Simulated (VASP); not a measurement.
# Cs (Im-3m) in VASP: further runs

Cs is run at these levels: PBEsol; tasks: single point, relaxation of cell and atoms.

Everything below comes from runs of VASP 6.6.1. Logs are shortened: lines on timing, memory, paths and dates and some standing lists are left out, and cuts for length are marked.

## Step 1: The cell of the first run

Symmetry: Im-3m, No. 229, cubic system. The conventional cell has a = 6.016 Å, b = 6.016 Å, c = 6.016 Å, α = 90.00°, β = 90.00°, γ = 90.00°.

## Step 2: Single point, PBEsol

File INCAR:

```
  ALGO = Normal
  EDIFF = 1E-7
  ENCUT = 520
  GGA = PS
  ISIF = 2
  ISMEAR = 0
  LASPH = True
  LCHARG = False
  LREAL = False
  LWAVE = False
  NBANDS = 10
  NELM = 60
  PREC = Accurate
  SIGMA = 0.1
```

File KPOINTS:

```
k-points
0
Gamma
  10 10 10
```

File POSCAR:

```
Cs
1.0
   -3.0082304957      3.0082304957      3.0082304957
    3.0082304957     -3.0082304957      3.0082304957
    3.0082304957      3.0082304957     -3.0082304957
Cs
1
Direct
    0.0000000000      0.0000000000      0.0000000000
```

Potentials or basis: VASP PAW PBE potentials, release 64 (Cs_sv).

Launch:

```bash
$ cat potpaw_PBE.64/Cs_sv/POTCAR > POTCAR
$ mpirun -np 1 vasp_std > vasp.out
```

OUTCAR:

```text
EDIFF = 1E-7
   ENCUT = 520
   GGA = PS
   ISIF = 2
   ISMEAR = 0
   LASPH = True
   LREAL = False
   NELM = 60
   PREC = Accurate

 ion  position               nearest neighbor table
   1  0.000  0.000  0.000-

  LATTYP: Found a body centered cubic cell.
 ALAT       =     6.0164609914

  Lattice vectors:

 A1 = (  -3.0082304957,   3.0082304957,   3.0082304957)
 A2 = (   3.0082304957,  -3.0082304957,   3.0082304957)
 A3 = (   3.0082304957,   3.0082304957,  -3.0082304957)

Analysis of symmetry for initial positions (statically):
=====================================================================
 Subroutine PRICEL returns:
 Original cell was already a primitive cell.

 Routine SETGRP: Setting up the symmetry group for a
 body centered cubic supercell.

 Subroutine GETGRP returns: Found 48 space group operations
 (whereof 48 operations were pure point group operations)
 out of a pool of 48 trial point group operations.

The static configuration has the point symmetry O_h .

Analysis of symmetry for dynamics (positions and initial velocities):
=====================================================================
 Subroutine PRICEL returns:
 Original cell was already a primitive cell.

 Routine SETGRP: Setting up the symmetry group for a
 body centered cubic supercell.

 Subroutine GETGRP returns: Found 48 space group operations
 (whereof 48 operations were pure point group operations)
 out of a pool of 48 trial point group operations.

The dynamic configuration has the point symmetry O_h .

 Subroutine INISYM returns: Found 48 space group operations
 (whereof 48 operations are pure point group operations),
 and found     1 'primitive' translations

----------------------------------------------------------------------------------------

                                     Primitive cell

  volume of cell :     108.8913

  direct lattice vectors                    reciprocal lattice vectors
    -3.008230496  3.008230496  3.008230496     0.000000000  0.166210668  0.166210668
     3.008230496 -3.008230496  3.008230496     0.166210668  0.000000000  0.166210668
     3.008230496  3.008230496 -3.008230496     0.166210668  0.166210668  0.000000000

  length of vectors
     5.210408059  5.210408059  5.210408059     0.235057381  0.235057381  0.235057381

  position of ions in fractional coordinates (direct lattice)
     0.000000000  0.000000000  0.000000000

[... 73 lines left out ...]
   ENCUT  =  520.0 eV  38.22 Ry    6.18 a.u.   9.69  9.69  9.69*2*pi/ulx,y,z
   NELM   =     60;   NELMIN=  2; NELMDL= -5     # of ELM steps
   EDIFF  = 0.1E-06   stopping-criterion for ELM
   LREAL  =      F    real-space projection
   EDIFFG = 0.1E-05   stopping-criterion for IOM
   NSW    =      0    number of steps for IOM
   IBRION =     -1    ionic relax: 0-MD 1-quasi-New 2-CG
   NFREE  =      0    steps in history (QN), initial steepest desc. (CG)
   ISIF   =      2    stress and relaxation
   ISYM   =      2    0-nonsym 1-usesym 2-fastsym
   POTIM  = 0.5000    time-step for ionic-motion
   TEBEG  =    0.0;   TEEND  =   0.0 temperature during run
   PSTRESS=    0.0 pullay stress
   NELECT =       9.0000    total number of electrons
   NUPDOWN=      -1.0000    fix difference up-down
   EMIN   =  10.00;   EMAX   =-10.00  energy-range for DOS
   EFERMI =   0.00;   METHOD = LEGACY
   ISMEAR =     0;   SIGMA  =   0.10  broadening in eV -4-tet -1-fermi 0-gaus
   EFERMI_NEDOS =   21; number of points for ismear=-14 and -15
   IALGO  =     38    algorithm
   IMIX   =      4    mixing-type and parameters
     AMIX     =   0.40;   BMIX     =  1.00
     AMIX_MAG =   1.60;   BMIX_MAG =  1.00
  volume/ion in A,a.u.               =     108.89       734.83
  Fermi-wavevector in a.u.,A,eV,Ry     =   0.713112  1.347587  6.918958  0.508529
  Thomas-Fermi vector in A             =   1.800665
   LORBIT       =      0    0 simple, 1 ext, 2 COOP (PROOUT), +10 PAW based schemes
   GGA     = PS    functional components
   LHFCALC =     F    Hartree Fock is set to
   AEXX    =    0.0000 exact exchange contribution
   IVDW    =     0    specifies the selected vdW correction
   LEPSILON=     F    determine dielectric tensor
   LRPA    =     F    only Hartree local field effects (RPA)
 non-spin polarized calculation
 Gauss-broadening in eV      SIGMA  =   0.10
  energy-cutoff  :      520.00
  volume of cell :      108.89
 maximum number of plane-waves:      2988
   NGX = 19   NGY = 19   NGZ = 19

 number of electron       8.9999998 magnetization

 Free energy of the ion-electron system (eV)
  ---------------------------------------------------
  ext. energy  EPLUGINS =         0.00000000
  ---------------------------------------------------
  free energy    TOTEN  =        -0.94277153 eV

  energy without entropy =       -0.93336382  energy(sigma->0) =       -0.93806767

 E-fermi :   0.5131     XC(G=0):  -5.6206

 val. band max:        0.4871401657   @ k =  -0.3000   0.3000   0.3000
 cond. band min:       0.5185434577   @ k =   0.5000   0.0000   0.0000
 fundamental gap:      0.0314032920
 Fermi energy:         0.5130753423

 k-point     1 :       0.0000    0.0000    0.0000
  band No.  band energies     occupation
      1     -23.3056      2.00000
      2     -10.0158      2.00000
      3     -10.0158      2.00000
      4     -10.0158      2.00000
      5      -1.2310      2.00000
      6       3.0403      0.00000
      7       3.0403      0.00000
      8       3.0403      0.00000
      9       3.9549      0.00000
     10       3.9549      0.00000
[... 287 lines left out ...]
 k-point    24 :      -0.3000    0.3000    0.1000
  band No.  band energies     occupation
      1     -23.2992      2.00000
      2     -10.1243      2.00000
      3     -10.0578      2.00000
      4     -10.0286      2.00000
      5      -0.1892      2.00000
      6       2.0228      0.00000
      7       2.4716      0.00000
      8       3.3166      0.00000
      9       4.0293      0.00000
     10       4.3338      0.00000

 [... further k-points ...]
[... 5 lines left out ...]
  --------------------------------------------------------------------------------------
  -------------------------------------------------------------------------------------
  Total       -0.0075117     -0.0075117     -0.0075117      0.0000000      0.0000000     -0.0000000
  in kB       -0.1105236     -0.1105236     -0.1105236      0.0000000      0.0000000     -0.0000000
  external PRESSURE =      -0.1105236 kB  Pullay stress =       0.0000000 kB

 VOLUME and BASIS-vectors are now :
 -----------------------------------------------------------------------------
  energy-cutoff  :      520.00
  volume of cell :      108.89
      direct lattice vectors                 reciprocal lattice vectors
    -3.008230496  3.008230496  3.008230496     0.000000000  0.166210668  0.166210668
     3.008230496 -3.008230496  3.008230496     0.166210668  0.000000000  0.166210668
     3.008230496  3.008230496 -3.008230496     0.166210668  0.166210668  0.000000000

 POSITION                                       TOTAL-FORCE (eV/Angst)
 -----------------------------------------------------------------------------------
      0.00000      0.00000      0.00000        -0.000000      0.000000      0.000000
 -----------------------------------------------------------------------------------
    total drift:                               -0.000000     -0.000000     -0.000000

  FREE ENERGIE OF THE ION-ELECTRON SYSTEM (eV)
  ---------------------------------------------------
  free  energy   TOTEN  =        -0.9427715282 eV

  energy  without entropy=       -0.9333638194  energy(sigma->0) =       -0.93806767
```

It took 25 s on 1 thread of Intel Xeon Platinum 8375C at 2.90GHz (Ice Lake), shared host; peak memory 0.25 GiB.

What came out:

```
Free energy : -0.9428 eV
Pressure    : 0.0 GPa
```

Levels at points of the mesh, in eV from the Fermi level:
```csv
k point,band 1,band 2,band 3,band 4,band 5,band 6,band 7,band 8
"(0.00, 0.00, 0.00)",-23.82,-10.53,-10.53,-10.53,-1.74,2.53,2.53,2.53
"(0.50, 0.00, 0.00)",-23.81,-10.70,-10.58,-10.53,0.01,0.93,1.64,3.29
"(0.50, 0.50, 0.50)",-23.80,-10.65,-10.65,-10.65,0.61,0.61,3.14,3.14
```

Caveat: the PAW data sets were made with another functional, which shifts forces and pressure a little; spin-orbit coupling is left out, which moves the levels of the heavy elements.

## Step 3: Relaxation of cell and atoms, PBEsol

File INCAR:

```
  ALGO = Fast
  EDIFF = 1E-7
  EDIFFG = -0.005
  ENCUT = 600
  GGA = PS
  IBRION = 2
  ISIF = 3
  ISMEAR = 0
  LASPH = True
  LCHARG = False
  LREAL = False
  LWAVE = False
  NELM = 100
  NSW = 100
  PREC = Accurate
  SIGMA = 0.1
```

KPOINTS is that of step 2.

POSCAR is that of step 2.

Potentials or basis: VASP PAW PBE potentials, release 64 (Cs_sv).

Launch:

```bash
$ cat potpaw_PBE.64/Cs_sv/POTCAR > POTCAR
$ mpirun -np 1 vasp_std > vasp.out
```

Run time: 35 s. Hardware: 1 thread of Intel Xeon Platinum 8375C at 2.90GHz (Ice Lake), shared host; peak memory 0.26 GiB.

The run converged. Its results:

```yaml
Free_energy: -0.9429 eV
Pressure_after_relaxing: 0.0 GPa
```

Final structure:
```yaml
crystal:
  lattice:
    - [-3.00823, 3.00823, 3.00823]
    - [3.00823, -3.00823, 3.00823]
    - [3.00823, 3.00823, -3.00823]
  atoms:
    - { symbol: Cs, position: [0.00000, 0.00000, 0.00000] }
```

Levels at points of the mesh, in eV from the Fermi level:
| k point | band 1 | band 2 | band 3 | band 4 | band 5 | band 6 | band 7 | band 8 |
| --- | --- | --- | --- | --- | --- | --- | --- | --- |
| (0.00, 0.00, 0.00) | -23.82 | -10.53 | -10.53 | -10.53 | -1.74 | 2.53 | 2.53 | 2.53 |
| (0.50, 0.00, 0.00) | -23.81 | -10.70 | -10.58 | -10.53 | 0.01 | 0.93 | 1.64 | 3.29 |
| (0.50, 0.50, 0.50) | -23.80 | -10.65 | -10.65 | -10.65 | 0.61 | 0.61 | 3.14 | 3.14 |

Caveat: the relaxation stopped at its first step, so nothing moved; the PAW data sets were made with another functional, which shifts forces and pressure a little; spin-orbit coupling is left out, which moves the levels of the heavy elements.
